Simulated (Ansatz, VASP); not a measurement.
LiF in VASP and in Ansatz

```
CELL_PARAMETERS angstrom
3.30535 0.00000 0.00000
-1.65268 2.86252 0.00000
0.00000 0.00000 4.73492
ATOMIC_POSITIONS crystal
Li 0.33333 0.66667 0.38107
Li 0.66667 0.33333 0.88107
F 0.33333 0.66667 0.99393
F 0.66667 0.33333 0.49393
```

Alike in both runs: task single point; functional PBE; k mesh 9 × 9 × 6; occupations gaussian, width 0.05 eV; no spin polarisation.

```csv
,VASP,Ansatz
version,VASP 6.6.1,Ansatz 0.2.0
potentials or method,"VASP PAW PBE potentials, release 64 (Li_sv, F), cutoff 520 eV","scalar-relativistic, plane waves, PAW"
valence electrons in the cell,20,20
```

|  | VASP | Ansatz | Ansatz less VASP |
| --- | --- | --- | --- |
| gap on the k mesh at the Fermi level (eV) | 7.14 | 7.15 | +0.009 |
| least direct gap on the mesh (eV) | 7.14 | 7.15 | +0.009 |
| rms of the force components (eV/Å) | 0.154 | 0.146 | -0.0085 |

Atom by atom the forces differ by 0.009 eV/Å (rms over components). The functional is the same, so the differences come from potentials, cutoffs and numerics.

Noted on VASP's run: the cutoff is short for stress, so the pressure is rough.
